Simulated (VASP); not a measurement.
Runs of VASP 6.6.1 on Si. The structure is that of space group P6_3/mmc (No. 194), or close to it. The cells are those of the table. 

| cell | gap on the mesh (eV) | pressure (GPa) | largest force (eV/Å) |
| --- | --- | --- | --- |
| a = 3.578, b = 3.578, c = 7.101 Å, angles 90.0, 90.0, 120.0°, 4 atoms | none | -3.6 | (c) |
| a = 3.909, b = 3.909, c = 5.949 Å, angles 90.0, 90.0, 120.0°, 4 atoms | none | -0.5 | (b) |
| a = 4.095, b = 4.095, c = 5.419 Å, angles 90.0, 90.0, 120.0°, 4 atoms | none | 2.3 | 1.23 |
| a = 3.854, b = 3.854, c = 6.120 Å, angles 90.0, 90.0, 120.0°, 4 atoms | none | 7.2 | (a) |

Alike in all rows: task single point; level LDA; potentials or basis VASP PAW LDA potentials, release 64 (Si); no spin polarisation; k mesh 12 × 12 × 6; cutoff (eV) 520; smearing gaussian 0.03 eV.

**Question.** Fill in the values left out.

**Answer.** (a) 7.11; (b) 1.39; (c) 2.09.

Caveats: forces of over 1 eV/Å act on the atoms, so gaps and moduli don't describe the material at rest.

A gap of «none» marks levels without a gap at the run's occupations.
